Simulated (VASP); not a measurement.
The system is BeS.

```
CELL_PARAMETERS angstrom
0.00000 3.10633 3.10633
3.10633 0.00000 3.10633
3.10633 3.10633 0.00000
ATOMIC_POSITIONS crystal
Be 0.50000 0.50000 0.50000
Be 0.75000 0.75000 0.75000
S 0.00000 0.00000 0.00000
S 0.25000 0.25000 0.25000
```

| Quantity | Value |
| --- | --- |
| Program | VASP 6.6.1 |
| Task | relaxation of cell and atoms |
| Functional | PBE |
| Potentials or basis | VASP PAW PBE potentials, release 64 (Be, S) |
| Cutoff | 600 eV |
| k mesh | 6 × 6 × 6 |
| Occupations | gaussian, width 0.1 eV |
| Spin | no spin polarisation |

At the start: pressure -8.0 GPa; volume 14.99 Å³/atom.

Q: How do energy, volume and symmetry change on relaxing?

A: Over 3 steps the energy falls by 54.6 meV/atom and the volume is 13.07 Å³/atom (-12.8 %); space group Fd-3m (No. 227, to 0.05 Å).

The path:
```csv
step,energy change (eV),largest force (eV/Å),pressure (GPa),volume (Å³)
1,0.0000,0.0000,-8.04,59.95
2,-0.2090,0.0000,-1.99,53.65
3,-0.2183,0.0000,-0.22,52.30
```

Final structure:
```xyz
4
Lattice="0.0000 2.9682 2.9682 2.9682 0.0000 2.9682 2.9682 2.9682 0.0000" Properties=species:S:1:pos:R:3 pbc="T T T"
Be    2.9682    2.9682    2.9682
Be    4.4523    4.4523    4.4523
S     0.0000    0.0000    0.0000
S     1.4841    1.4841    1.4841
```
